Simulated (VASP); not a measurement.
# MgO2 (R-3m) in VASP: a series of runs, part 2 of 2

VASP 6.6.1. Earlier steps stand in the parts before.

## Step 3: Single point, r2SCAN (strain +0.025 along x and y, -0.025 along z)

File POSCAR:

```
MgO2
1.0
    1.6448800414      0.9496719347      3.4066294030
   -1.6448800414      0.9496719347      3.4066294030
    0.0000000000     -1.8993438694      3.4066294030
Mg O
1 2
Direct
    0.0000000000      0.0000000000      0.0000000000
    0.4287860000      0.4287860000      0.4287860000
    0.5712140000      0.5712140000      0.5712140000
```

File INCAR.step1:

```
SYSTEM = MgO2
ALGO = Normal
EDIFF = 1E-5
ENCUT = 920
GGA = PE
GGA_COMPAT = .False.
ISMEAR = 0
LASPH = .True.
LCHARG = .False.
LREAL = .False.
LWAVE = .True.
NBANDS = 18
NELM = 120
PREC = Accurate
SIGMA = 0.05
```

File INCAR.step2:

```
SYSTEM = MgO2
ALGO = Normal
EDIFF = 1E-6
ENCUT = 920
GGA_COMPAT = .False.
ISIF = 2
ISMEAR = 0
ISTART = 1
LASPH = .True.
LCHARG = .False.
LMIXTAU = .True.
LREAL = .False.
LWAVE = .False.
METAGGA = R2SCAN
NBANDS = 18
NELM = 120
PREC = Accurate
SIGMA = 0.05
```

File KPOINTS:

```
k-points
0
Gamma
  12 12 12
  0 0 0
```

Potentials or basis: VASP PAW PBE potentials, release 64 (Mg_sv, O).

The run is started by

```
$ cat potpaw_PBE.64/Mg_sv/POTCAR potpaw_PBE.64/O/POTCAR > POTCAR
$ cp INCAR.step1 INCAR
$ mpirun -np 1 vasp_std > vasp.out
$ cp INCAR.step2 INCAR
$ mpirun -np 1 vasp_std > vasp.out
```

OUTCAR:

```text
SYSTEM = MgO2
   EDIFF = 1E-6
   ENCUT = 920
   ISIF = 2
   ISMEAR = 0
   ISTART = 1
   LASPH = .True.
   LREAL = .False.
   METAGGA = R2SCAN
   NELM = 120
   PREC = Accurate

 ion  position               nearest neighbor table
   1  0.000  0.000  0.000-
   2  0.429  0.429  0.429-   3 1.46
   3  0.571  0.571  0.571-   2 1.46

  LATTYP: Found a trigonal (rhomboedric) cell.
 ALAT       =     3.9003372961
 COS(alpha) =     0.6442915960

  Lattice vectors:

 A1 = (   1.6448800414,   0.9496719347,   3.4066294030)
 A2 = (  -1.6448800414,   0.9496719347,   3.4066294030)
 A3 = (   0.0000000000,  -1.8993438694,   3.4066294030)

Analysis of symmetry for initial positions (statically):
=====================================================================
 Subroutine PRICEL returns:
 Original cell was already a primitive cell.

 Routine SETGRP: Setting up the symmetry group for a
 trigonal (rhombohedral) supercell.

 Subroutine GETGRP returns: Found 12 space group operations
 (whereof 12 operations were pure point group operations)
 out of a pool of 12 trial point group operations.

The static configuration has the point symmetry D_3d.

Analysis of symmetry for dynamics (positions and initial velocities):
=====================================================================
 Subroutine PRICEL returns:
 Original cell was already a primitive cell.

 Routine SETGRP: Setting up the symmetry group for a
 trigonal (rhombohedral) supercell.

 Subroutine GETGRP returns: Found 12 space group operations
 (whereof 12 operations were pure point group operations)
 out of a pool of 12 trial point group operations.

The dynamic configuration has the point symmetry D_3d.

 Subroutine INISYM returns: Found 12 space group operations
 (whereof 12 operations are pure point group operations),
 and found     1 'primitive' translations

----------------------------------------------------------------------------------------

                                     Primitive cell

  volume of cell :      31.9289

  direct lattice vectors                    reciprocal lattice vectors
     1.644880041  0.949671935  3.406629403     0.303973534  0.175499202  0.097848428
    -1.644880041  0.949671935  3.406629403    -0.303973534  0.175499202  0.097848428
     0.000000000 -1.899343869  3.406629403     0.000000000 -0.350998404  0.097848428

  length of vectors
     3.900337296  3.900337296  3.900337296     0.364381935  0.364381935  0.364381935

  position of ions in fractional coordinates (direct lattice)
     0.000000000  0.000000000  0.000000000
     0.428786000  0.428786000  0.428786000
     0.571214000  0.571214000  0.571214000

  ion indices of the primitive-cell ions
   primitive index   ion index
                 1           1
                 2           2
                 3           3

----------------------------------------------------------------------------------------

 KPOINTS: k-points

Automatic generation of k-mesh.
 Grid dimensions read from file:
 generate k-points for:   12   12   12

 Generating k-lattice:

  Cartesian coordinates                     Fractional coordinates (reciprocal lattice)
     0.025331128  0.014624933  0.008154036     0.083333333 -0.000000000  0.000000000
    -0.025331128  0.014624933  0.008154036    -0.000000000  0.083333333  0.000000000
     0.000000000 -0.029249867  0.008154036     0.000000000  0.000000000  0.083333333

  Length of vectors
     0.030365161  0.030365161  0.030365161

  Shift w.r.t. Gamma in fractional coordinates (k-lattice)
     0.000000000  0.000000000  0.000000000

 Subroutine IBZKPT returns following result:
 ===========================================

 Found    189 irreducible k-points:

 Following reciprocal coordinates:
            Coordinates               Weight
  0.000000  0.000000  0.000000      1.000000
  0.083333 -0.000000  0.000000      6.000000
  0.166667  0.000000  0.000000      6.000000
  0.250000  0.000000  0.000000      6.000000
  0.333333  0.000000  0.000000      6.000000
  0.416667  0.000000  0.000000      6.000000
[... 16 lines left out ...]
  0.500000  0.166667 -0.000000     12.000000
 -0.416667  0.166667 -0.000000     12.000000
 [... further k-points ...]
   k-points           NKPTS =    189   k-points in BZ     NKDIM =    189   number of bands    NBANDS=     18
   number of dos      NEDOS =    301   number of ions     NIONS =      3
   total plane-waves  NPLWV =  64000
   dimension x,y,z NGX =    40 NGY =   40 NGZ =   40
   dimension x,y,z NGXF=    80 NGYF=   80 NGZF=   80
   ions per type =               1   2
   NGX,Y,Z   is equivalent  to a cutoff of  17.05, 17.05, 17.05 a.u.
   NGXF,Y,Z  is equivalent  to a cutoff of  34.10, 34.10, 34.10 a.u.
 SYSTEM =  MgO2
   PREC   = accura    normal or accurate (medium, high low for compatibility)
   ISTART =      1    job   : 0-new  1-cont  2-samecut
   ICHARG =      0    charge: 1-file 2-atom 10-const
   ISPIN  =      1    spin polarized calculation?
   LNONCOLLINEAR =      F non collinear calculations
   LSORBIT =      F    spin-orbit coupling
   LASPH  =      T    aspherical Exc in radial PAW
   ENCUT  =  920.0 eV  67.62 Ry    8.22 a.u.   9.65  9.65  9.65*2*pi/ulx,y,z
   NELM   =    120;   NELMIN=  2; NELMDL=  0     # of ELM steps
   EDIFF  = 0.1E-05   stopping-criterion for ELM
   LREAL  =      F    real-space projection
   EDIFFG = 0.1E-04   stopping-criterion for IOM
   NSW    =      0    number of steps for IOM
   IBRION =     -1    ionic relax: 0-MD 1-quasi-New 2-CG
   NFREE  =      0    steps in history (QN), initial steepest desc. (CG)
   ISIF   =      2    stress and relaxation
   ISYM   =      2    0-nonsym 1-usesym 2-fastsym
   POTIM  = 0.5000    time-step for ionic-motion
   TEBEG  =    0.0;   TEEND  =   0.0 temperature during run
   PSTRESS=    0.0 pullay stress
   NELECT =      22.0000    total number of electrons
   NUPDOWN=      -1.0000    fix difference up-down
   EMIN   =  10.00;   EMAX   =-10.00  energy-range for DOS
   EFERMI =   0.00;   METHOD = LEGACY
   ISMEAR =     0;   SIGMA  =   0.05  broadening in eV -4-tet -1-fermi 0-gaus
   EFERMI_NEDOS =   21; number of points for ismear=-14 and -15
   IALGO  =     38    algorithm
   IMIX   =      4    mixing-type and parameters
     AMIX     =   0.40;   BMIX     =  1.00
     AMIX_MAG =   1.60;   BMIX_MAG =  1.00
  volume/ion in A,a.u.               =      10.64        71.82
  Fermi-wavevector in a.u.,A,eV,Ry     =   1.445954  2.732456 28.446819  2.090782
  Thomas-Fermi vector in A             =   2.564077
   LORBIT       =      0    0 simple, 1 ext, 2 COOP (PROOUT), +10 PAW based schemes
   METAGGA = R2SCAN    functional components
   LHFCALC =     F    Hartree Fock is set to
   AEXX    =    0.0000 exact exchange contribution
   IVDW    =     0    specifies the selected vdW correction
   LEPSILON=     F    determine dielectric tensor
   LRPA    =     F    only Hartree local field effects (RPA)
 non-spin polarized calculation
 Gauss-broadening in eV      SIGMA  =   0.05
  energy-cutoff  :      920.00
  volume of cell :       31.93
 maximum number of plane-waves:      2041
   NGX = 19   NGY = 19   NGZ = 19

 number of electron      22.0000004 magnetization

 Free energy of the ion-electron system (eV)
  ---------------------------------------------------
  ext. energy  EPLUGINS =         0.00000000
  ---------------------------------------------------
  free energy    TOTEN  =       -21.47806841 eV

  energy without entropy =      -21.47806841  energy(sigma->0) =      -21.47806841

 E-fermi :   2.3865     XC(G=0): -10.8618

 val. band max:        2.1602584384   @ k =   0.5000   0.5000   0.5000
 cond. band min:       5.6647482554   @ k =   0.4167   0.4167   0.4167
 fundamental gap:      3.5044898169
 Fermi energy:         2.3864554818

 k-point     1 :       0.0000    0.0000    0.0000
  band No.  band energies     occupation
      1     -74.3666      2.00000
      2     -39.5166      2.00000
      3     -39.4571      2.00000
      4     -39.4571      2.00000
      5     -20.5601      2.00000
      6     -13.0563      2.00000
[... 10 lines left out ...]
     17      17.5751      0.00000
     18      19.2158      0.00000
[... 463 lines left out ...]
 k-point    24 :      -0.4167    0.1667   -0.0000
  band No.  band energies     occupation
      1     -74.3652      2.00000
      2     -39.5136      2.00000
      3     -39.4797      2.00000
      4     -39.4660      2.00000
      5     -20.1054      2.00000
      6     -13.4686      2.00000
[... 10 lines left out ...]
     17      18.0457      0.00000
     18      19.5376      0.00000

 [... further k-points ...]

------------------------ aborting loop because EDIFF is reached ----------------------------------------

  FORCE on cell =-STRESS in cart. coord.  units (eV):
  Direction    XX          YY          ZZ          XY          YZ          ZX
  --------------------------------------------------------------------------------------
  -------------------------------------------------------------------------------------
  Total       -2.1302444     -2.1302444      1.5371413      0.0000000      0.0000000      0.0000000
  in kB     -106.8946679   -106.8946679     77.1330297      0.0000000      0.0000000      0.0000000
  external PRESSURE =     -45.5521020 kB  Pullay stress =       0.0000000 kB

 VOLUME and BASIS-vectors are now :
 -----------------------------------------------------------------------------
  energy-cutoff  :      920.00
  volume of cell :       31.93
      direct lattice vectors                 reciprocal lattice vectors
     1.644880041  0.949671935  3.406629403     0.303973534  0.175499202  0.097848428
    -1.644880041  0.949671935  3.406629403    -0.303973534  0.175499202  0.097848428
     0.000000000 -1.899343869  3.406629403     0.000000000 -0.350998404  0.097848428

 POSITION                                       TOTAL-FORCE (eV/Angst)
 -----------------------------------------------------------------------------------
      0.00000      0.00000      0.00000        -0.000000      0.000000     -0.000000
      0.00000      0.00000      4.38214         0.000000      0.000000     -1.081402
      0.00000      0.00000      5.83774         0.000000     -0.000000      1.081402
 -----------------------------------------------------------------------------------
    total drift:                                0.000000     -0.000000      0.000000

  FREE ENERGIE OF THE ION-ELECTRON SYSTEM (eV)
  ---------------------------------------------------
  free  energy   TOTEN  =       -21.4780684096 eV

  energy  without entropy=      -21.4780684096  energy(sigma->0) =      -21.47806841
```

It took 22 min on 1 thread of Intel Xeon Platinum 8259CL at 2.50GHz (Skylake/Cascade Lake), shared host; peak memory 0.4 GiB.

What came out:

```yaml
Free_energy: -21.4781 eV
Pressure: -4.6 GPa
Largest_force: 1.081 eV/Å
Band_gap_on_the_k_mesh: 3.50 eV (least direct gap 3.52 eV)
```

Forces on the atoms (eV/Å):
```
Mg   0.000  0.000  0.000
O    0.000  0.000 -1.081
O    0.000  0.000  1.081
```

Levels at points of the mesh, in eV from the valence-band top:
```tsv
k point	band 8	band 9	band 10	band 11	band 12	band 13	band 14	band 15
(0.00, 0.00, 0.00)	-3.82	-3.82	-0.87	-0.87	4.68	6.02	13.31	15.04
(0.50, 0.00, 0.00)	-6.29	-4.10	-1.31	-0.93	5.40	8.84	10.33	13.29
(0.50, 0.50, 0.00)	-5.61	-4.82	-2.00	-0.06	4.75	7.95	11.07	13.27
(0.50, 0.50, 0.50)	-4.37	-4.37	0.00	0.00	3.52	5.05	10.32	14.27
```

Caveat: the cell differs from its parent crystal (strain +0.025 along x and y, -0.025 along z); the stress differs along the axes, from -11 to 8 GPa; the PAW data sets were made with another functional, which shifts forces and pressure a little.

## Step 4: Single point, r2SCAN (strain +0.050 along x and y, +0.000 along z)

File POSCAR:

```
MgO2
1.0
    1.6849990668      0.9728346648      3.4939788749
   -1.6849990668      0.9728346648      3.4939788749
    0.0000000000     -1.9456693296      3.4939788749
Mg O
1 2
Direct
    0.0000000000      0.0000000000      0.0000000000
    0.4287860000      0.4287860000      0.4287860000
    0.5712140000      0.5712140000      0.5712140000
```

File INCAR.step1:

```
ALGO = Normal
EDIFF = 1E-5
ENCUT = 920
GGA = PE
GGA_COMPAT = F
ISMEAR = 0
LASPH = T
LCHARG = F
LREAL = F
LWAVE = T
NBANDS = 18
NELM = 120
PREC = Accurate
SIGMA = 0.05
```

File INCAR.step2:

```
ALGO = Normal
EDIFF = 1E-6
ENCUT = 920
GGA_COMPAT = F
ISIF = 2
ISMEAR = 0
ISTART = 1
LASPH = T
LCHARG = T
LELF = T
LMIXTAU = T
LREAL = F
LVHAR = T
LWAVE = F
METAGGA = R2SCAN
NBANDS = 18
NELM = 120
PREC = Accurate
SIGMA = 0.05
```

File KPOINTS:

```
k-points
0
Gamma
  12 12 12
```

The run is started by

```
$ cat potpaw_PBE.64/Mg_sv/POTCAR potpaw_PBE.64/O/POTCAR > POTCAR
$ cp INCAR.step1 INCAR
$ mpirun -np 1 vasp_std > vasp.out
$ cp INCAR.step2 INCAR
$ mpirun -np 1 vasp_std > vasp.out
```

Wall time 19 min (1 thread of Intel Xeon Platinum 8559C (Emerald Rapids), shared host); peak memory 0.42 GiB.

The run converged. Its results:

```yaml
Free_energy: -21.3509 eV
Pressure: -12.2 GPa
Largest_force: 0.488 eV/Å
Band_gap_on_the_k_mesh: 3.02 eV
```

Forces on the atoms (eV/Å):
```
Mg   0.000  0.000  0.000
O    0.000  0.000 -0.488
O    0.000  0.000  0.488
```

Stress tensor (GPa, compression positive):
```
-15.59   0.00   0.00
  0.00 -15.59   0.00
  0.00   0.00  -5.50
```

Levels at points of the mesh, in eV from the valence-band top:
| k point | band 8 | band 9 | band 10 | band 11 | band 12 | band 13 | band 14 | band 15 |
| --- | --- | --- | --- | --- | --- | --- | --- | --- |
| (0.00, 0.00, 0.00) | -3.49 | -3.49 | -0.77 | -0.77 | 4.45 | 5.59 | 12.63 | 14.76 |
| (0.50, 0.00, 0.00) | -5.78 | -3.72 | -1.20 | -0.85 | 4.96 | 8.61 | 9.78 | 12.82 |
| (0.50, 0.50, 0.00) | -5.13 | -4.42 | -1.87 | -0.04 | 4.29 | 7.85 | 10.67 | 12.54 |
| (0.50, 0.50, 0.50) | -3.98 | -3.98 | 0.00 | 0.00 | 3.02 | 5.06 | 9.62 | 13.86 |

Caveat: the cell differs from its parent crystal (strain +0.050 along x and y, +0.000 along z); the stress differs along the axes, from -16 to -5 GPa; the PAW data sets were made with another functional, which shifts forces and pressure a little. A k mesh can miss the band edges.

## Step 5: Summary

```tsv
cell	gap on the mesh (eV)	pressure (GPa)	largest force (eV/Å)
a = 3.824 Å, angles 50.9°, 3 atoms	3.66	0.8	2.15
a = 3.900 Å, angles 49.9°, 3 atoms	3.50	-4.6	1.08
a = 3.999 Å, angles 49.8°, 3 atoms	3.02	-12.2	0.49
```

Alike in all rows: task single point; level r2SCAN; potentials or basis VASP PAW PBE potentials, release 64 (Mg_sv, O); no spin polarisation; k mesh 12 × 12 × 12; cutoff (eV) 920; smearing gaussian 0.05 eV.

Caveats: the PAW data sets were made with another functional, which shifts forces and pressure a little; the stress differs along the axes, from -10 to 23 GPa (at least some runs); the stress differs along the axes, from -11 to 8 GPa (at least some runs); the stress differs along the axes, from -16 to -5 GPa (at least some runs).

Absolute energies hang on the potentials; compare differences alone.
